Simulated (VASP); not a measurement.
Write the native input for VASP 6.6.1 that does the following.

| Property | Result |
| --- | --- |
| Task | single point |
| Functional | PBEsol |
| Potentials or basis | VASP PAW PBE potentials, release 64 (Ge_d, Pd, S) |
| Cutoff | 500 eV |
| k mesh | 6 × 6 × 4 |
| Occupations | fermi-dirac, width 0.05 eV |
| Spin | no spin polarisation |
| Dipole correction | no |
| Further INCAR settings | ALGO = Normal; EDIFF = 1e-06; NBANDS = 37 |

The structure of Ge2PdS3 lies in POSCAR:

```
Ge2PdS3
1.0
    5.9743985180     -2.1781753110      0.2564737054
    5.8496216189      1.8122057799      0.5620695627
   -5.2028489356      0.6799919687      4.6076279575
Ge Pd S
2 1 3
Direct
    0.6117690743      0.6286148202      0.8763212250
    0.4617610292      0.4339648704      0.2242865427
    0.0851750057      0.2679854621      0.6999466091
    1.0701407690      0.7733057631      0.4400525112
    0.7353848213      0.8847151446      0.7343306355
    0.1148235456     -0.0191919007      0.0888986175
```

The input as run:

INCAR

```
SYSTEM = Ge2PdS3
PREC = Accurate
ENCUT = 500
EDIFF = 1E-6
ISMEAR = -1
SIGMA = 0.05
LREAL = .FALSE.
LASPH = .TRUE.
NELM = 120
ALGO = Normal
ISIF = 2
LWAVE = .FALSE.
LCHARG = .FALSE.
GGA = PS
NBANDS = 37
GGA_COMPAT = .FALSE.
```

KPOINTS

```
Automatic mesh
0
G
  6 6 4
  0 0 0
```

Potentials or basis: VASP PAW PBE potentials, release 64 (Ge_d, Pd, S).

Launch:

```console
$ cat potpaw_PBE.64/Ge_d/POTCAR potpaw_PBE.64/Pd/POTCAR potpaw_PBE.64/S/POTCAR > POTCAR
$ mpirun -np 1 vasp_std > vasp.out
```

It gave:

```
Pressure               : -0.1 GPa
Largest force          : 0.086 eV/Å
Band gap on the k mesh : zero (bands 28 and 29 overlap by 0.42 eV)
```

Caveat: the PAW data sets were made with another functional, which shifts forces and pressure a little.

Run time: 19 min on 1 thread of AMD EPYC 7571, on a shared host, peak memory 0.49 GiB.
